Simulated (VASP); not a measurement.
C: single point with LDA

The system is C.

```
CELL_PARAMETERS angstrom
-2.51259 2.38908 2.20176
2.46451 -2.51791 2.28251
2.44624 2.45156 -2.33059
ATOMIC_POSITIONS crystal
C 0.13406 0.03903 0.02942
C 0.59168 0.61549 0.56801
C 0.97883 0.48428 0.04883
C 0.95904 0.84211 0.21825
C 0.20430 0.78334 0.00981
C 0.26936 0.33576 0.37386
C 0.73449 0.91069 0.01375
C 0.12825 0.98930 0.73808
```

This cell differs from its parent crystal: atoms moved at random and the cell strained at random.

| Quantity | Value |
| --- | --- |
| Program | VASP 6.6.1 |
| Task | single point |
| Functional | LDA |
| Potentials or basis | VASP PAW LDA potentials, release 64 (C) |
| Cutoff | 600 eV |
| k mesh | 8 × 8 × 8 |
| Occupations | gaussian, width 0.05 eV |
| Spin | no spin polarisation |
| Dipole correction | no |
| Further INCAR settings | ALGO = Normal; EDIFF = 1e-06; NBANDS = 26 |

```json
{
 "Pressure": "134.9 GPa",
 "Largest force": "22.698 eV/Å",
 "Band gap on the k mesh": "zero (bands 16 and 17 overlap by 1.36 eV)"
}
```

Forces on the atoms (eV/Å):
```
C    18.952   1.648   2.903
C    11.411   9.957  16.906
C     1.856  -0.384  -3.854
C     0.212  12.895  -9.547
C   -14.234  10.027   2.068
C    -2.092  -8.803 -10.412
C     1.436 -12.728  -3.480
C   -17.542 -12.612   5.416
```

Stress tensor (GPa, compression positive):
```
130.84  19.33  17.01
 19.33 145.64   3.15
 17.01   3.15 128.15
```

Levels at points of the mesh, in eV from the Fermi level:
```tsv
k point	band 14	band 15	band 16	band 17	band 18	band 19
(0.00, 0.00, 0.00)	-1.70	-1.04	0.37	0.75	2.71	3.17
(0.50, 0.00, 0.00)	-2.83	-1.63	-0.24	0.22	1.75	2.87
(0.00, 0.50, 0.00)	-2.23	-0.81	-0.15	1.19	2.27	2.79
(0.50, 0.50, 0.00)	-2.84	-1.75	-1.37	0.24	2.65	3.23
(0.00, 0.00, 0.50)	-3.09	-0.15	0.86	1.34	1.78	2.87
(0.50, 0.00, 0.50)	-3.13	-2.55	-0.70	0.89	1.14	2.71
(0.00, 0.50, 0.50)	-2.50	-1.90	-0.26	0.15	1.34	3.09
(0.50, 0.50, 0.50)	-2.94	-0.81	0.33	0.94	1.59	3.77
```

It took 13 min on 1 thread of Oxide Virtual Turin-like Processor, with other jobs on the host, peak memory 0.34 GiB.

Caveat: the cell differs from its parent crystal (atoms moved at random and the cell strained at random); the stress differs along the axes, from 128 to 146 GPa; forces of over 1 eV/Å act on the atoms, so gaps and moduli don't describe the material at rest.
